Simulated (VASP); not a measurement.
Rh: single point with r2SCAN

Crystal: Rh.

```xyz
2
Lattice="2.5699 0.0000 0.0000 -1.2850 2.2256 0.0000 0.0000 0.0000 5.0008" Properties=species:S:1:pos:R:3 pbc="T T T"
Rh    1.2850    0.7419    3.7506
Rh    0.0000    1.4838    1.2502
```

This isn't the form of Rh at room conditions, which is fcc.

This cell differs from its parent crystal: ratio of the length along z to the lengths across it x 1.2, volume and fractional coordinates fixed.

```
Program             : VASP 6.6.1
Task                : single point
Functional          : r2SCAN
Potentials or basis : VASP PAW PBE potentials, release 64 (Rh_pv)
Cutoff              : 520 eV
k mesh              : 24 × 24 × 12
Occupations         : gaussian, width 0.15 eV
Spin                : no spin polarisation
```

```
Pressure               : 1.7 GPa
Band gap on the k mesh : zero (bands 15 and 16 overlap by 2.63 eV)
```

Stress tensor (GPa, compression positive):
```
 18.12   0.00   0.00
  0.00  18.12   0.00
  0.00   0.00 -31.03
```

Levels at points of the mesh, in eV from the Fermi level:
```
           k point  band 12  band 13  band 14  band 15  band 16  band 17  band 18  band 19
(0.00, 0.00, 0.00)    -2.69    -2.69    -0.57    -0.57    -0.47     0.40     0.40     6.11
(0.50, 0.00, 0.00)    -1.90    -1.21     0.22     1.43     1.52     3.61     5.78     9.77
(0.00, 0.00, 0.50)    -2.86    -2.86    -2.86    -0.02    -0.02    -0.02    -0.02    11.93
(0.50, 0.00, 0.50)    -0.95    -0.16    -0.16     1.48     1.48     3.19     3.19    10.24
```

It took 26 min on 1 thread of Oxide Virtual Turin-like Processor (shared host), peak memory 0.28 GiB.

Caveat: the stress differs along the axes, from -31 to 18 GPa; the PAW data sets were made with another functional, which shifts forces and pressure a little.
